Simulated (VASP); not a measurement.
# Ag (Fm-3m) in VASP: notebook

Ag is run at these levels: PBE; tasks: single point, relaxation of cell and atoms.

Everything below comes from runs of VASP 6.6.1. Logs are shortened: lines on timing, memory, paths and dates and some standing lists are left out, and cuts for length are marked.

## (1) The cell of the first run

The structure is cubic, space group Fm-3m (No. 225). The conventional cell has a = 4.151 Å, b = 4.151 Å, c = 4.151 Å, α = 90.00°, β = 90.00°, γ = 90.00°. Within 3.9 Å of Ag (site symmetry m-3m) lie 12 Ag at 2.94 Å.

## (2) Single point, PBE

The input, INCAR:

```
SYSTEM = Ag
  ALGO = Normal
  EDIFF = 1E-6
  ENCUT = 500
  GGA = PE
  GGA_COMPAT = .False.
  ISIF = 2
  ISMEAR = 0
  LASPH = .True.
  LCHARG = .False.
  LREAL = .False.
  LWAVE = .False.
  NBANDS = 12
  NELM = 120
  PREC = Accurate
  SIGMA = 0.1
```

The input, KPOINTS:

```
k-points
0
Gamma
  12 12 12
  0 0 0
```

The input, POSCAR:

```
Ag
1.0
    0.0000000000      2.0756300789      2.0756300789
    2.0756300789      0.0000000000      2.0756300789
    2.0756300789      2.0756300789      0.0000000000
Ag
1
Direct
    0.0000000000      0.0000000000      0.0000000000
```

Potentials or basis: VASP PAW PBE potentials, release 64 (Ag).

Started as:

```console
$ cat potpaw_PBE.64/Ag/POTCAR > POTCAR
$ mpirun -np 1 vasp_std > vasp.out
```

OUTCAR:

```text
SYSTEM = Ag
   EDIFF = 1E-6
   ENCUT = 500
   GGA = PE
   ISIF = 2
   ISMEAR = 0
   LASPH = .True.
   LREAL = .False.
   NELM = 120
   PREC = Accurate

 ion  position               nearest neighbor table
   1  0.000  0.000  0.000-

  LATTYP: Found a face centered cubic cell.
 ALAT       =     4.1512601578

  Lattice vectors:

 A1 = (   0.0000000000,   2.0756300789,   2.0756300789)
 A2 = (   2.0756300789,   0.0000000000,   2.0756300789)
 A3 = (   2.0756300789,   2.0756300789,   0.0000000000)

Analysis of symmetry for initial positions (statically):
=====================================================================
 Subroutine PRICEL returns:
 Original cell was already a primitive cell.

 Routine SETGRP: Setting up the symmetry group for a
 face centered cubic supercell.

 Subroutine GETGRP returns: Found 48 space group operations
 (whereof 48 operations were pure point group operations)
 out of a pool of 48 trial point group operations.

The static configuration has the point symmetry O_h .

Analysis of symmetry for dynamics (positions and initial velocities):
=====================================================================
 Subroutine PRICEL returns:
 Original cell was already a primitive cell.

 Routine SETGRP: Setting up the symmetry group for a
 face centered cubic supercell.

 Subroutine GETGRP returns: Found 48 space group operations
 (whereof 48 operations were pure point group operations)
 out of a pool of 48 trial point group operations.

The dynamic configuration has the point symmetry O_h .

 Subroutine INISYM returns: Found 48 space group operations
 (whereof 48 operations are pure point group operations),
 and found     1 'primitive' translations

----------------------------------------------------------------------------------------

                                     Primitive cell

  volume of cell :      17.8846

  direct lattice vectors                    reciprocal lattice vectors
     0.000000000  2.075630079  2.075630079    -0.240890708  0.240890708  0.240890708
     2.075630079  0.000000000  2.075630079     0.240890708 -0.240890708  0.240890708
     2.075630079  2.075630079  0.000000000     0.240890708  0.240890708 -0.240890708

  length of vectors
     2.935384208  2.935384208  2.935384208     0.417234946  0.417234946  0.417234946

  position of ions in fractional coordinates (direct lattice)
     0.000000000  0.000000000  0.000000000

  ion indices of the primitive-cell ions
   primitive index   ion index
                 1           1

----------------------------------------------------------------------------------------

 KPOINTS: k-points

Automatic generation of k-mesh.
 Grid dimensions read from file:
 generate k-points for:   12   12   12

 Generating k-lattice:

  Cartesian coordinates                     Fractional coordinates (reciprocal lattice)
    -0.020074226  0.020074226  0.020074226     0.083333333  0.000000000  0.000000000
     0.020074226 -0.020074226  0.020074226     0.000000000  0.083333333  0.000000000
     0.020074226  0.020074226 -0.020074226     0.000000000  0.000000000  0.083333333

  Length of vectors
     0.034769579  0.034769579  0.034769579

  Shift w.r.t. Gamma in fractional coordinates (k-lattice)
     0.000000000  0.000000000  0.000000000

 Subroutine IBZKPT returns following result:
 ===========================================

 Found     72 irreducible k-points:

 Following reciprocal coordinates:
            Coordinates               Weight
  0.000000  0.000000  0.000000      1.000000
  0.083333  0.000000  0.000000      8.000000
  0.166667  0.000000  0.000000      8.000000
  0.250000  0.000000  0.000000      8.000000
  0.333333  0.000000  0.000000      8.000000
  0.416667  0.000000  0.000000      8.000000
[... 16 lines left out ...]
  0.500000  0.166667  0.000000     24.000000
 -0.416667  0.166667  0.000000     24.000000
 [... further k-points ...]
   k-points           NKPTS =     72   k-points in BZ     NKDIM =     72   number of bands    NBANDS=     12
   number of dos      NEDOS =    301   number of ions     NIONS =      1
   total plane-waves  NPLWV =  13824
   dimension x,y,z NGX =    24 NGY =   24 NGZ =   24
   dimension x,y,z NGXF=    48 NGYF=   48 NGZF=   48
   ions per type =               1
   NGX,Y,Z   is equivalent  to a cutoff of  13.59, 13.59, 13.59 a.u.
   NGXF,Y,Z  is equivalent  to a cutoff of  27.18, 27.18, 27.18 a.u.
 SYSTEM =  Ag
   PREC   = accura    normal or accurate (medium, high low for compatibility)
   ISTART =      0    job   : 0-new  1-cont  2-samecut
   ICHARG =      2    charge: 1-file 2-atom 10-const
   ISPIN  =      1    spin polarized calculation?
   LNONCOLLINEAR =      F non collinear calculations
   LSORBIT =      F    spin-orbit coupling
   LASPH  =      T    aspherical Exc in radial PAW
   ENCUT  =  500.0 eV  36.75 Ry    6.06 a.u.   5.35  5.35  5.35*2*pi/ulx,y,z
   NELM   =    120;   NELMIN=  2; NELMDL= -5     # of ELM steps
   EDIFF  = 0.1E-05   stopping-criterion for ELM
   LREAL  =      F    real-space projection
   EDIFFG = 0.1E-04   stopping-criterion for IOM
   NSW    =      0    number of steps for IOM
   IBRION =     -1    ionic relax: 0-MD 1-quasi-New 2-CG
   NFREE  =      0    steps in history (QN), initial steepest desc. (CG)
   ISIF   =      2    stress and relaxation
   ISYM   =      2    0-nonsym 1-usesym 2-fastsym
   POTIM  = 0.5000    time-step for ionic-motion
   TEBEG  =    0.0;   TEEND  =   0.0 temperature during run
   PSTRESS=    0.0 pullay stress
   NELECT =      11.0000    total number of electrons
   NUPDOWN=      -1.0000    fix difference up-down
   EMIN   =  10.00;   EMAX   =-10.00  energy-range for DOS
   EFERMI =   0.00;   METHOD = LEGACY
   ISMEAR =     0;   SIGMA  =   0.10  broadening in eV -4-tet -1-fermi 0-gaus
   EFERMI_NEDOS =   21; number of points for ismear=-14 and -15
   IALGO  =     38    algorithm
   IMIX   =      4    mixing-type and parameters
     AMIX     =   0.40;   BMIX     =  1.00
     AMIX_MAG =   1.60;   BMIX_MAG =  1.00
  volume/ion in A,a.u.               =      17.88       120.69
  Fermi-wavevector in a.u.,A,eV,Ry     =   1.392235  2.630942 26.372408  1.938317
  Thomas-Fermi vector in A             =   2.515997
   LORBIT       =      0    0 simple, 1 ext, 2 COOP (PROOUT), +10 PAW based schemes
   GGA     = PE    functional components
   LHFCALC =     F    Hartree Fock is set to
   AEXX    =    0.0000 exact exchange contribution
   IVDW    =     0    specifies the selected vdW correction
   LEPSILON=     F    determine dielectric tensor
   LRPA    =     F    only Hartree local field effects (RPA)
 non-spin polarized calculation
 Gauss-broadening in eV      SIGMA  =   0.10
  energy-cutoff  :      500.00
  volume of cell :       17.88
 maximum number of plane-waves:       465
 NGX is ok and might be reduce to    24
   NGX = 11   NGY = 11   NGZ = 11

 number of electron      11.0000000 magnetization

 Free energy of the ion-electron system (eV)
  ---------------------------------------------------
  ext. energy  EPLUGINS =         0.00000000
  ---------------------------------------------------
  free energy    TOTEN  =        -2.71434167 eV

  energy without entropy =       -2.71270089  energy(sigma->0) =       -2.71352128

 E-fermi :   7.7352     XC(G=0): -11.9259

 val. band max:        7.5607110487   @ k =   0.5000   0.3333   0.1667
 cond. band min:       7.7760038640   @ k =   0.5000   0.2500   0.0833
 fundamental gap:      0.2152928154
 Fermi energy:         7.7352077270

 k-point     1 :       0.0000    0.0000    0.0000
  band No.  band energies     occupation
      1       0.3609      2.00000
      2       3.1497      2.00000
      3       3.1497      2.00000
      4       3.1497      2.00000
      5       4.0996      2.00000
      6       4.0996      2.00000
      7      23.6975      0.00000
      8      26.9929      0.00000
      9      26.9929      0.00000
     10      26.9929      0.00000
     11      31.6858      0.00000
     12      32.5341      0.00000

 k-point     2 :       0.0833    0.0000    0.0000
  band No.  band energies     occupation
      1       0.5681      2.00000
      2       3.1071      2.00000
      3       3.2036      2.00000
      4       3.2036      2.00000
      5       4.0807      2.00000
      6       4.0807      2.00000
      7      23.6366      0.00000
      8      25.4270      0.00000
      9      27.0424      0.00000
     10      27.0424      0.00000
     11      31.3081      0.00000
     12      32.3254      0.00000

 k-point     3 :       0.1667    0.0000    0.0000
  band No.  band energies     occupation
      1       1.1266      2.00000
      2       3.0621      2.00000
      3       3.3119      2.00000
      4       3.3119      2.00000
      5       4.0765      2.00000
      6       4.0765      2.00000
      7      21.7055      0.00000
      8      24.5131      0.00000
      9      27.0832      0.00000
     10      27.0832      0.00000
     11      30.1909      0.00000
     12      31.5312      0.00000
[... 286 lines left out ...]
 k-point    23 :       0.5000    0.1667    0.0000
  band No.  band energies     occupation
      1       2.0544      2.00000
      2       2.9219      2.00000
      3       3.5102      2.00000
      4       3.7809      2.00000
      5       4.8565      2.00000
      6       8.3645      0.00000
      7      12.2693      0.00000
      8      20.9461      0.00000
      9      22.7290      0.00000
     10      23.8337      0.00000
     11      32.1550      0.00000
     12      32.1837      0.00000

 k-point    24 :      -0.4167    0.1667    0.0000
  band No.  band energies     occupation
      1       2.0890      2.00000
      2       2.9174      2.00000
      3       3.4687      2.00000
      4       3.9183      2.00000
      5       4.7073      2.00000
      6       8.9387      0.00000
      7      11.6451      0.00000
      8      20.1721      0.00000
      9      23.6149      0.00000
     10      23.8461      0.00000
     11      31.6137      0.00000
     12      31.8193      0.00000

 [... further k-points ...]

------------------------ aborting loop because EDIFF is reached ----------------------------------------

  FORCE on cell =-STRESS in cart. coord.  units (eV):
  Direction    XX          YY          ZZ          XY          YZ          ZX
  --------------------------------------------------------------------------------------
  -------------------------------------------------------------------------------------
  Total       -0.0116172     -0.0116172     -0.0116172      0.0000000      0.0000000     -0.0000000
  in kB       -1.0407172     -1.0407172     -1.0407172      0.0000000      0.0000000     -0.0000000
  external PRESSURE =      -1.0407172 kB  Pullay stress =       0.0000000 kB

 VOLUME and BASIS-vectors are now :
 -----------------------------------------------------------------------------
  energy-cutoff  :      500.00
  volume of cell :       17.88
      direct lattice vectors                 reciprocal lattice vectors
     0.000000000  2.075630079  2.075630079    -0.240890708  0.240890708  0.240890708
     2.075630079  0.000000000  2.075630079     0.240890708 -0.240890708  0.240890708
     2.075630079  2.075630079  0.000000000     0.240890708  0.240890708 -0.240890708

 POSITION                                       TOTAL-FORCE (eV/Angst)
 -----------------------------------------------------------------------------------
      0.00000      0.00000      0.00000         0.000000      0.000000      0.000000
 -----------------------------------------------------------------------------------
    total drift:                               -0.000000     -0.000000     -0.000000

  FREE ENERGIE OF THE ION-ELECTRON SYSTEM (eV)
  ---------------------------------------------------
  free  energy   TOTEN  =        -2.7143416671 eV

  energy  without entropy=       -2.7127008917  energy(sigma->0) =       -2.71352128
```

Wall time 13 s (1 thread of AMD EPYC 7R43 (Zen 3), shared host); peak memory 0.11 GiB.

Results:

```
Free energy            : -2.7143 eV
Pressure               : -0.1 GPa
Band gap on the k mesh : zero (an odd number of electrons rules out a gap without spin polarisation)
```

Levels at points of the mesh, in eV from the Fermi level:
```csv
k point,band 2,band 3,band 4,band 5,band 6,band 7,band 8,band 9,band 10,band 11
"(0.00, 0.00, 0.00)",-4.59,-4.59,-4.59,-3.64,-3.64,15.96,19.26,19.26,19.26,23.95
"(0.50, 0.00, 0.00)",-4.60,-4.60,-2.90,-2.90,-0.22,3.40,15.19,17.43,17.43,22.23
"(0.50, 0.50, 0.00)",-5.96,-2.93,-2.71,-2.71,1.70,6.43,10.47,10.47,16.67,16.69
```

## (3) Relaxation of cell and atoms, PBE

This run uses another cell than the first one, of 16.98 Å³/atom.

The input, INCAR:

```
  PREC = Accurate
  ENCUT = 500
  EDIFF = 1E-7
  ISMEAR = 0
  SIGMA = 0.1
  LREAL = False
  LASPH = True
  NELM = 120
  ALGO = Normal
  ISIF = 3
  LWAVE = False
  LCHARG = False
  GGA = PE
  IBRION = 2
  NSW = 80
  EDIFFG = -0.003
  GGA_COMPAT = False
  NELMIN = 4
```

The input, KPOINTS:

```
Automatic mesh
0
Gamma
  12 12 12
```

The input, POSCAR:

```
Ag
1.0
    0.0000000000      2.0400000000      2.0400000000
    2.0400000000      0.0000000000      2.0400000000
    2.0400000000      2.0400000000      0.0000000000
Ag
1
Direct
    0.0000000000      0.0000000000      0.0000000000
```

Potentials or basis: VASP PAW PBE potentials, release 64 (Ag).

Started as:

```console
$ cat potpaw_PBE.64/Ag/POTCAR > POTCAR
$ mpirun -np 1 vasp_std > vasp.out
```

It took 24 s on 1 thread of AMD EPYC 7R43 (Zen 3), shared host; peak memory 0.12 GiB.

Results (log left out):

```yaml
Free_energy: -2.7142 eV
Relaxed_volume: 17.87 Å³/atom
Relaxed_cell: a = 2.935 Å, b = 2.935 Å, c = 2.935 Å, α = 60.00°, β = 60.00°, γ = 60.00°
Space_group_after_relaxing_to_0.1_Å: Fm-3m (No. 225)
Energy_gained_by_relaxing: 13.8 meV/atom
Ionic_steps: 3
Pressure_after_relaxing: 0.0 GPa
Band_gap_on_the_k_mesh: zero (an odd number of electrons rules out a gap without spin polarisation)
```

The path:
```tsv
step	energy change (eV)	largest force (eV/Å)	pressure (GPa)	volume (Å³)
1	0.0000	0.0000	5.23	16.98
2	-0.0100	0.0000	-2.32	18.38
3	-0.0138	0.0000	0.02	17.87
```

Final structure:
```xyz
1
Lattice="0.0000 2.0750 2.0750 2.0750 0.0000 2.0750 2.0750 2.0750 0.0000" Properties=species:S:1:pos:R:3 pbc="T T T"
Ag    0.0000    0.0000    0.0000
```

Levels at points of the mesh, in eV from the Fermi level:
| k point | band 3 | band 4 | band 5 | band 6 | band 7 | band 8 | band 9 |
| --- | --- | --- | --- | --- | --- | --- | --- |
| (0.00, 0.00, 0.00) | -4.59 | -4.59 | -3.64 | -3.64 | 15.96 | 19.26 | 19.26 |
| (0.50, 0.00, 0.00) | -4.61 | -2.90 | -2.90 | -0.22 | 3.40 | 15.19 | 17.44 |
| (0.50, 0.50, 0.00) | -2.93 | -2.71 | -2.71 | 1.70 | 6.44 | 10.48 | 10.48 |
